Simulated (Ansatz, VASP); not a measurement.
## One calculation of Pt, two programs

```
Pt
1.0
     2.75272    0.00000    0.00000
    -1.37636    2.38392    0.00000
     0.00000    0.00000    6.74510
Pt
3
Direct
  0.00000 0.00000 0.00000
  0.33333 0.66667 0.33333
  0.66667 0.33333 0.66667
```

Alike in both runs: functional LDA; k mesh 18 × 18 × 8; occupations methfessel-paxton of order 1, width 0.1 eV; no spin polarisation.

Ansatz relaxed the structure, and its values are those at the end. VASP's run is a single point on that final structure, the one shown.

|  | VASP | Ansatz |
| --- | --- | --- |
| version | VASP 6.6.1 | Ansatz 0.2.0 |
| potentials or method | VASP PAW LDA potentials, release 64 (Pt) | scalar-relativistic, plane waves, PAW |
| plane-wave cutoff (eV) | 520 | 420 |
| valence electrons in the cell | 30 | 54 |

```csv
,VASP,Ansatz,Ansatz less VASP
gap on the k mesh at the Fermi level (eV),none,none,-
pressure (GPa),0.9,0.0,-0.87
```

LDA's correlation is that of Perdew and Zunger in VASP and of Perdew and Wang (1992) in Ansatz. A gap of «none» marks a metal or a gap that the smearing closes. VASP's potentials hold 30 valence electrons a cell and Ansatz's 54, so a difference there can come from the potentials and not from the codes.

Neither program's run includes spin-orbit coupling.
